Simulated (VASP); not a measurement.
# HfMoC2 (P4/mmm) in VASP: notebook

Runs on HfMoC2. Level: PBE. Tasks: single point.

Program: VASP 6.6.1. These are calculated values, not measurements. Logs are shortened: lines on timing, memory, paths and dates and some standing lists are left out, and cuts for length are marked.

## 1. The cell of the first run

Symmetry: P4/mmm, No. 123, tetragonal system. The conventional cell has a = 3.126 Å, b = 3.126 Å, c = 4.394 Å, α = 90.00°, β = 90.00°, γ = 90.00°. Hf (site symmetry 4/mmm) has 6 C at 2.20 to 2.21 Å within 2.9 Å. Mo (site symmetry 4/mmm) has 6 C at 2.20 to 2.21 Å within 2.9 Å. C (site symmetry 4/mmm) has 2 Mo at 2.20 Å and 4 Hf at 2.21 Å within 2.9 Å. C (site symmetry 4/mmm) has 2 Hf at 2.20 Å and 4 Mo at 2.21 Å within 2.9 Å.

## 2. Single point, PBE

Contents of INCAR:

```
SYSTEM = HfMoC2
  ALGO = Normal
  EDIFF = 1E-6
  ENCUT = 520
  GGA = PE
  ISIF = 2
  ISMEAR = -1
  LASPH = .True.
  LCHARG = .True.
  LELF = .True.
  LREAL = .False.
  LVHAR = .True.
  LWAVE = .False.
  NBANDS = 24
  NELM = 60
  PREC = Accurate
  SIGMA = 0.05
```

Contents of KPOINTS:

```
k-points
0
Gamma
  8 8 6
  0 0 0
```

Contents of POSCAR:

```
HfMoC2
1.0
    3.1262736378      0.0000000000      0.0000000000
    0.0000000000      3.1262736378      0.0000000000
    0.0000000000      0.0000000000      4.3936043497
Hf Mo C
1 1 2
Direct
    0.0000000000      0.0000000000      0.0000000000
    0.5000000000      0.5000000000      0.5000000000
    0.5000000000      0.5000000000      0.0000000000
    0.0000000000      0.0000000000      0.5000000000
```

Potentials or basis: VASP PAW PBE potentials, release 64 (Hf_pv, Mo_sv, C).

Launch:

```bash
$ cat potpaw_PBE.64/Hf_pv/POTCAR potpaw_PBE.64/Mo_sv/POTCAR potpaw_PBE.64/C/POTCAR > POTCAR
$ mpirun -np 1 vasp_std > vasp.out
```

OUTCAR:

```text
SYSTEM = HfMoC2
   EDIFF = 1E-6
   ENCUT = 520
   GGA = PE
   ISIF = 2
   ISMEAR = -1
   LASPH = .True.
   LREAL = .False.
   NELM = 60
   PREC = Accurate

 ion  position               nearest neighbor table
   1  0.000  0.000  0.000-   4 2.20   4 2.20   3 2.21   3 2.21   3 2.21   3 2.21   2 3.12   2 3.12
                             2 3.12   2 3.12   2 3.12   2 3.12   2 3.12   2 3.12
   2  0.500  0.500  0.500-   3 2.20   3 2.20   4 2.21   4 2.21   4 2.21   4 2.21   1 3.12   1 3.12
                             1 3.12   1 3.12   1 3.12   1 3.12   1 3.12   1 3.12
   3  0.500  0.500  0.000-   2 2.20   2 2.20   1 2.21   1 2.21   1 2.21   1 2.21
   4  0.000  0.000  0.500-   1 2.20   1 2.20   2 2.21   2 2.21   2 2.21   2 2.21

  LATTYP: Found a simple tetragonal cell.
 ALAT       =     3.1262736378
 C/A-ratio  =     1.4053806092

  Lattice vectors:

 A1 = (   3.1262736378,   0.0000000000,   0.0000000000)
 A2 = (   0.0000000000,   3.1262736378,   0.0000000000)
 A3 = (   0.0000000000,   0.0000000000,   4.3936043497)

Analysis of symmetry for initial positions (statically):
=====================================================================
 Subroutine PRICEL returns:
 Original cell was already a primitive cell.

 Routine SETGRP: Setting up the symmetry group for a
 simple tetragonal supercell.

 Subroutine GETGRP returns: Found 16 space group operations
 (whereof 16 operations were pure point group operations)
 out of a pool of 16 trial point group operations.

The static configuration has the point symmetry D_4h.

Analysis of symmetry for dynamics (positions and initial velocities):
=====================================================================
 Subroutine PRICEL returns:
 Original cell was already a primitive cell.

 Routine SETGRP: Setting up the symmetry group for a
 simple tetragonal supercell.

 Subroutine GETGRP returns: Found 16 space group operations
 (whereof 16 operations were pure point group operations)
 out of a pool of 16 trial point group operations.

The dynamic configuration has the point symmetry D_4h.

 Subroutine INISYM returns: Found 16 space group operations
 (whereof 16 operations are pure point group operations),
 and found     1 'primitive' translations

----------------------------------------------------------------------------------------

                                     Primitive cell

  volume of cell :      42.9413

  direct lattice vectors                    reciprocal lattice vectors
     3.126273638  0.000000000  0.000000000     0.319869633  0.000000000  0.000000000
     0.000000000  3.126273638  0.000000000     0.000000000  0.319869633  0.000000000
     0.000000000  0.000000000  4.393604350     0.000000000  0.000000000  0.227603562

  length of vectors
     3.126273638  3.126273638  4.393604350     0.319869633  0.319869633  0.227603562

  position of ions in fractional coordinates (direct lattice)
     0.000000000  0.000000000  0.000000000
     0.500000000  0.500000000  0.500000000
     0.500000000  0.500000000  0.000000000
     0.000000000  0.000000000  0.500000000

  ion indices of the primitive-cell ions
   primitive index   ion index
                 1           1
                 2           2
                 3           3
                 4           4

----------------------------------------------------------------------------------------

 KPOINTS: k-points

Automatic generation of k-mesh.
 Grid dimensions read from file:
 generate k-points for:    8    8    6

 Generating k-lattice:

  Cartesian coordinates                     Fractional coordinates (reciprocal lattice)
     0.039983704  0.000000000  0.000000000     0.125000000  0.000000000  0.000000000
     0.000000000  0.039983704  0.000000000     0.000000000  0.125000000  0.000000000
     0.000000000  0.000000000  0.037933927     0.000000000  0.000000000  0.166666667

  Length of vectors
     0.039983704  0.039983704  0.037933927

  Shift w.r.t. Gamma in fractional coordinates (k-lattice)
     0.000000000  0.000000000  0.000000000

 Subroutine IBZKPT returns following result:
 ===========================================

 Found     60 irreducible k-points:

 Following reciprocal coordinates:
            Coordinates               Weight
  0.000000  0.000000  0.000000      1.000000
  0.125000  0.000000  0.000000      4.000000
  0.250000  0.000000  0.000000      4.000000
  0.375000  0.000000  0.000000      4.000000
  0.500000  0.000000  0.000000      2.000000
  0.125000  0.125000  0.000000      4.000000
[... 16 lines left out ...]
  0.375000  0.125000  0.166667     16.000000
  0.500000  0.125000  0.166667      8.000000
 [... further k-points ...]
   k-points           NKPTS =     60   k-points in BZ     NKDIM =     60   number of bands    NBANDS=     24
   number of dos      NEDOS =    301   number of ions     NIONS =      4
   total plane-waves  NPLWV =  20736
   dimension x,y,z NGX =    24 NGY =   24 NGZ =   36
   dimension x,y,z NGXF=    48 NGYF=   48 NGZF=   72
   ions per type =               1   1   2
   NGX,Y,Z   is equivalent  to a cutoff of  12.76, 12.76, 13.62 a.u.
   NGXF,Y,Z  is equivalent  to a cutoff of  25.52, 25.52, 27.24 a.u.
 SYSTEM =  HfMoC2
   PREC   = accura    normal or accurate (medium, high low for compatibility)
   ISTART =      0    job   : 0-new  1-cont  2-samecut
   ICHARG =      2    charge: 1-file 2-atom 10-const
   ISPIN  =      1    spin polarized calculation?
   LNONCOLLINEAR =      F non collinear calculations
   LSORBIT =      F    spin-orbit coupling
   LASPH  =      T    aspherical Exc in radial PAW
   ENCUT  =  520.0 eV  38.22 Ry    6.18 a.u.   5.81  5.81  8.17*2*pi/ulx,y,z
   NELM   =     60;   NELMIN=  2; NELMDL= -5     # of ELM steps
   EDIFF  = 0.1E-05   stopping-criterion for ELM
   LREAL  =      F    real-space projection
   EDIFFG = 0.1E-04   stopping-criterion for IOM
   NSW    =      0    number of steps for IOM
   IBRION =     -1    ionic relax: 0-MD 1-quasi-New 2-CG
   NFREE  =      0    steps in history (QN), initial steepest desc. (CG)
   ISIF   =      2    stress and relaxation
   ISYM   =      2    0-nonsym 1-usesym 2-fastsym
   POTIM  = 0.5000    time-step for ionic-motion
   TEBEG  =    0.0;   TEEND  =   0.0 temperature during run
   PSTRESS=    0.0 pullay stress
   NELECT =      32.0000    total number of electrons
   NUPDOWN=      -1.0000    fix difference up-down
   EMIN   =  10.00;   EMAX   =-10.00  energy-range for DOS
   EFERMI =   0.00;   METHOD = LEGACY
   ISMEAR =    -1;   SIGMA  =   0.05  broadening in eV -4-tet -1-fermi 0-gaus
   EFERMI_NEDOS =   21; number of points for ismear=-14 and -15
   IALGO  =     38    algorithm
   IMIX   =      4    mixing-type and parameters
     AMIX     =   0.40;   BMIX     =  1.00
     AMIX_MAG =   1.60;   BMIX_MAG =  1.00
  volume/ion in A,a.u.               =      10.74        72.45
  Fermi-wavevector in a.u.,A,eV,Ry     =   1.484225  2.804779 29.972613  2.202925
  Thomas-Fermi vector in A             =   2.597789
   LORBIT       =      0    0 simple, 1 ext, 2 COOP (PROOUT), +10 PAW based schemes
   GGA     = PE    functional components
   LHFCALC =     F    Hartree Fock is set to
   AEXX    =    0.0000 exact exchange contribution
   IVDW    =     0    specifies the selected vdW correction
   LEPSILON=     F    determine dielectric tensor
   LRPA    =     F    only Hartree local field effects (RPA)
 non-spin polarized calculation
  energy-cutoff  :      520.00
  volume of cell :       42.94
 maximum number of plane-waves:      1176
 NGX is ok and might be reduce to    24
   NGX = 11   NGY = 11   NGZ = 17

 number of electron      31.9999998 magnetization

 Free energy of the ion-electron system (eV)
  ---------------------------------------------------
  ext. energy  EPLUGINS =         0.00000000
  ---------------------------------------------------
  free energy    TOTEN  =       -40.65274294 eV

  energy without entropy =      -40.64123791  energy(sigma->0) =      -40.64699043

 E-fermi :  10.1494     XC(G=0): -13.2393

 val. band max:       10.0915917784   @ k =   0.1250   0.1250   0.3333
 cond. band min:      10.1515706890   @ k =   0.1250   0.1250   0.5000
 fundamental gap:      0.0599789106
 Fermi energy:        10.1494497828

 k-point     1 :       0.0000    0.0000    0.0000
  band No.  band energies     occupation
      1     -51.8468      2.00000
      2     -25.9426      2.00000
      3     -25.8458      2.00000
      4     -25.8458      2.00000
      5     -20.0632      2.00000
      6     -19.7035      2.00000
[... 16 lines left out ...]
     23      15.0777      0.00000
     24      15.0777      0.00000

 k-point     2 :       0.1250    0.0000    0.0000
  band No.  band energies     occupation
      1     -51.8433      2.00000
      2     -25.9358      2.00000
      3     -25.8927      2.00000
      4     -25.8396      2.00000
      5     -20.0588      2.00000
      6     -19.8034      2.00000
[... 16 lines left out ...]
     23      15.0262      0.00000
     24      15.8964      0.00000

 k-point     3 :       0.2500    0.0000    0.0000
  band No.  band energies     occupation
      1     -51.8349      2.00000
      2     -26.0043      2.00000
      3     -25.9193      2.00000
      4     -25.8244      2.00000
      5     -20.0480      2.00000
      6     -20.0365      2.00000
[... 16 lines left out ...]
     23      14.9031      0.00000
     24      17.9885      0.00000

 k-point     4 :       0.3750    0.0000    0.0000
  band No.  band energies     occupation
      1     -51.8265      2.00000
      2     -26.1139      2.00000
      3     -25.9027      2.00000
      4     -25.8092      2.00000
      5     -20.2593      2.00000
      6     -20.0373      2.00000
[... 16 lines left out ...]
     23      16.7406      0.00000
     24      17.4866      0.00000

 k-point     5 :       0.5000    0.0000    0.0000
  band No.  band energies     occupation
      1     -51.8230      2.00000
      2     -26.1588      2.00000
      3     -25.8958      2.00000
      4     -25.8028      2.00000
      5     -20.3489      2.00000
      6     -20.0328      2.00000
[... 16 lines left out ...]
     23      17.2916      0.00000
     24      17.7929      0.00000

 k-point     6 :       0.1250    0.1250    0.0000
  band No.  band energies     occupation
      1     -51.8399      2.00000
      2     -25.9293      2.00000
      3     -25.8874      2.00000
      4     -25.8853      2.00000
      5     -20.0536      2.00000
      6     -19.8000      2.00000
[... 16 lines left out ...]
     23      14.8727      0.00000
     24      16.3258      0.00000
[... 379 lines left out ...]
 k-point    21 :       0.1250    0.1250    0.1667
  band No.  band energies     occupation
      1     -51.8399      2.00000
      2     -25.9296      2.00000
      3     -25.8876      2.00000
      4     -25.8845      2.00000
      5     -20.0658      2.00000
      6     -19.7972      2.00000
[... 16 lines left out ...]
     23      15.0274      0.00000
     24      16.3283      0.00000

 k-point    22 :       0.2500    0.1250    0.1667
  band No.  band energies     occupation
      1     -51.8315      2.00000
      2     -25.9990      2.00000
      3     -25.9155      2.00000
      4     -25.8707      2.00000
      5     -20.0502      2.00000
      6     -20.0141      2.00000
[... 16 lines left out ...]
     23      15.3915      0.00000
     24      17.8819      0.00000

 k-point    23 :       0.3750    0.1250    0.1667
  band No.  band energies     occupation
      1     -51.8230      2.00000
      2     -26.1093      2.00000
      3     -25.9020      2.00000
      4     -25.8552      2.00000
      5     -20.2334      2.00000
      6     -20.0297      2.00000
[... 16 lines left out ...]
     23      16.3321      0.00000
     24      18.6497      0.00000

 k-point    24 :       0.5000    0.1250    0.1667
  band No.  band energies     occupation
      1     -51.8195      2.00000
      2     -26.1545      2.00000
      3     -25.8965      2.00000
      4     -25.8487      2.00000
      5     -20.3204      2.00000
      6     -20.0226      2.00000
[... 16 lines left out ...]
     23      16.8265      0.00000
     24      18.5598      0.00000

 [... further k-points ...]

------------------------ aborting loop because EDIFF is reached ----------------------------------------

  FORCE on cell =-STRESS in cart. coord.  units (eV):
  Direction    XX          YY          ZZ          XY          YZ          ZX
  --------------------------------------------------------------------------------------
  -------------------------------------------------------------------------------------
  Total        5.2393352      5.2393352      4.0119334      0.0000000     -0.0000000      0.0000000
  in kB      195.4842836    195.4842836    149.6888237      0.0000000     -0.0000000      0.0000000
  external PRESSURE =     180.2191303 kB  Pullay stress =       0.0000000 kB

 VOLUME and BASIS-vectors are now :
 -----------------------------------------------------------------------------
  energy-cutoff  :      520.00
  volume of cell :       42.94
      direct lattice vectors                 reciprocal lattice vectors
     3.126273638  0.000000000  0.000000000     0.319869633  0.000000000  0.000000000
     0.000000000  3.126273638  0.000000000     0.000000000  0.319869633  0.000000000
     0.000000000  0.000000000  4.393604350     0.000000000  0.000000000  0.227603562

 POSITION                                       TOTAL-FORCE (eV/Angst)
 -----------------------------------------------------------------------------------
      0.00000      0.00000      0.00000         0.000000      0.000000      0.000000
      1.56314      1.56314      2.19680         0.000000      0.000000      0.000000
      1.56314      1.56314      0.00000         0.000000      0.000000      0.000000
      0.00000      0.00000      2.19680         0.000000      0.000000      0.000000
 -----------------------------------------------------------------------------------
    total drift:                                0.000000     -0.000000     -0.000000

  FREE ENERGIE OF THE ION-ELECTRON SYSTEM (eV)
  ---------------------------------------------------
  free  energy   TOTEN  =       -40.6527429407 eV

  energy  without entropy=      -40.6412379124  energy(sigma->0) =      -40.64699043
```

Wall time 42 s (1 thread of Intel Xeon Platinum 8259CL at 2.50GHz (Skylake/Cascade Lake), shared host); peak memory 0.2 GiB.

What came out:

- Free energy: -40.6527 eV
- Pressure: 18.0 GPa
- Band gap on the k mesh: zero (bands 16 and 17 overlap by 2.84 eV)

Levels at points of the mesh, in eV from the Fermi level:
```
           k point  band 13  band 14  band 15  band 16  band 17  band 18  band 19  band 20
(0.00, 0.00, 0.00)    -1.46    -1.25    -1.25    -0.47    -0.39     0.03     0.06     0.06
(0.50, 0.00, 0.00)    -4.47    -3.99    -3.95    -0.42     1.12     2.39     3.42     3.52
(0.50, 0.50, 0.00)    -3.92    -1.31    -1.04    -1.04    -0.93     1.24     1.60     2.78
(0.00, 0.00, 0.50)    -2.31    -2.31    -1.86    -1.86    -1.61    -0.26     2.27     2.27
(0.50, 0.00, 0.50)    -5.51    -4.66    -4.56     1.17     1.21     1.98     4.87     5.70
(0.50, 0.50, 0.50)    -4.43    -4.35    -4.35     1.24     1.24     1.61     3.22     3.22
```

Caveat: the cell stands under pressure; spin-orbit coupling is left out, which moves the levels of the heavy elements.

## 3. Single point, PBE

This run uses another cell than the first one, of 10.96 Å³/atom.

Contents of INCAR:

```
SYSTEM = HfMoC2
ALGO = Normal
EDIFF = 1E-7
ENCUT = 520
GGA = PE
ISIF = 2
ISMEAR = -1
LASPH = .True.
LCHARG = .False.
LREAL = .False.
LWAVE = .False.
NBANDS = 24
NELM = 100
PREC = Accurate
SIGMA = 0.05
```

KPOINTS is that of step 2.

Contents of POSCAR:

```
HfMoC2
1.0
    3.1482903748      0.0000000000      0.0000000000
    0.0000000000      3.1482903748      0.0000000000
    0.0000000000      0.0000000000      4.4245462449
Hf Mo C
1 1 2
Direct
    0.0000000000      0.0000000000      0.0000000000
    0.5000000000      0.5000000000      0.5000000000
    0.5000000000      0.5000000000      0.0000000000
    0.0000000000      0.0000000000      0.5000000000
```

Potentials or basis: VASP PAW PBE potentials, release 64 (Hf_pv, Mo_sv, C).

Launch:

```bash
$ cat potpaw_PBE.64/Hf_pv/POTCAR potpaw_PBE.64/Mo_sv/POTCAR potpaw_PBE.64/C/POTCAR > POTCAR
$ mpirun -np 1 vasp_std > vasp.out
```

Run time: 44 s. Hardware: 1 thread of Intel Xeon Platinum 8259CL at 2.50GHz (Skylake/Cascade Lake), shared host; peak memory 0.2 GiB.

The run converged. Its results:

```
Free energy            : -40.7352 eV
Pressure               : 10.9 GPa
Band gap on the k mesh : zero (bands 16 and 17 overlap by 2.71 eV)
```

Stress tensor (GPa, compression positive):
```
12.37  0.00  0.00
 0.00 12.37  0.00
 0.00  0.00  7.90
```

Levels at points of the mesh, in eV from the Fermi level:
| k point | band 13 | band 14 | band 15 | band 16 | band 17 | band 18 | band 19 | band 20 |
| --- | --- | --- | --- | --- | --- | --- | --- | --- |
| (0.00, 0.00, 0.00) | -1.42 | -1.24 | -1.24 | -0.43 | -0.39 | 0.04 | 0.07 | 0.07 |
| (0.50, 0.00, 0.00) | -4.40 | -3.92 | -3.86 | -0.42 | 1.06 | 2.32 | 3.38 | 3.38 |
| (0.50, 0.50, 0.00) | -3.91 | -1.30 | -1.05 | -1.05 | -0.94 | 1.19 | 1.53 | 2.68 |
| (0.00, 0.00, 0.50) | -2.27 | -2.27 | -1.81 | -1.81 | -1.53 | -0.27 | 2.20 | 2.20 |
| (0.50, 0.00, 0.50) | -5.38 | -4.55 | -4.45 | 1.12 | 1.16 | 1.90 | 4.76 | 5.58 |
| (0.50, 0.50, 0.50) | -4.35 | -4.30 | -4.30 | 1.19 | 1.19 | 1.54 | 3.18 | 3.18 |

Caveat: the cell stands under pressure; spin-orbit coupling is left out, which moves the levels of the heavy elements.

## 4. Single point, PBE

This run uses another cell than the first one, of 11.42 Å³/atom.

Contents of INCAR:

```
ALGO = Normal
EDIFF = 1E-7
ENCUT = 520
GGA = PE
ISIF = 2
ISMEAR = -1
LASPH = T
LCHARG = T
LELF = T
LREAL = F
LVHAR = T
LWAVE = F
NBANDS = 24
NELM = 100
PREC = Accurate
SIGMA = 0.05
```

Contents of KPOINTS:

```
k-points
0
Gamma
  8 8 6
```

Contents of POSCAR:

```
HfMoC2
1.0
    3.1914230000      0.0000000000      0.0000000000
    0.0000000000      3.1914230000      0.0000000000
    0.0000000000      0.0000000000      4.4851640000
Hf Mo C
1 1 2
Direct
    0.0000000000      0.0000000000      0.0000000000
    0.5000000000      0.5000000000      0.5000000000
    0.5000000000      0.5000000000      0.0000000000
    0.0000000000      0.0000000000      0.5000000000
```

Launch:

```bash
$ cat potpaw_PBE.64/Hf_pv/POTCAR potpaw_PBE.64/Mo_sv/POTCAR potpaw_PBE.64/C/POTCAR > POTCAR
$ mpirun -np 1 vasp_std > vasp.out
```

It took 44 s on 1 thread of Intel Xeon Platinum 8259CL at 2.50GHz (Skylake/Cascade Lake), shared host; peak memory 0.2 GiB.

The run converged. Its results:

```yaml
Free_energy: -40.7878 eV
Pressure: -1.4 GPa
Band_gap_on_the_k_mesh: zero (bands 16 and 17 overlap by 2.48 eV)
```

Stress tensor (GPa, compression positive):
```
 0.06  0.00  0.00
 0.00  0.06  0.00
 0.00  0.00 -4.18
```

Levels at points of the mesh, in eV from the Fermi level:
```csv
k point,band 13,band 14,band 15,band 16,band 17,band 18,band 19,band 20
"(0.00, 0.00, 0.00)",-1.34,-1.21,-1.21,-0.39,-0.37,0.07,0.09,0.09
"(0.50, 0.00, 0.00)",-4.26,-3.77,-3.68,-0.41,0.96,2.20,3.14,3.29
"(0.50, 0.50, 0.00)",-3.84,-1.27,-1.05,-1.05,-0.96,1.09,1.40,2.49
"(0.00, 0.00, 0.50)",-2.20,-2.20,-1.72,-1.72,-1.39,-0.28,2.08,2.08
"(0.50, 0.00, 0.50)",-5.14,-4.35,-4.25,1.02,1.07,1.76,4.55,5.34
"(0.50, 0.50, 0.50)",-4.19,-4.19,-4.19,1.09,1.09,1.41,3.12,3.12
```

Caveat: spin-orbit coupling is left out, which moves the levels of the heavy elements.

[end of part 1 of 2]

The gap in the log of VASP goes by the Fermi energy; the results here count the filled bands.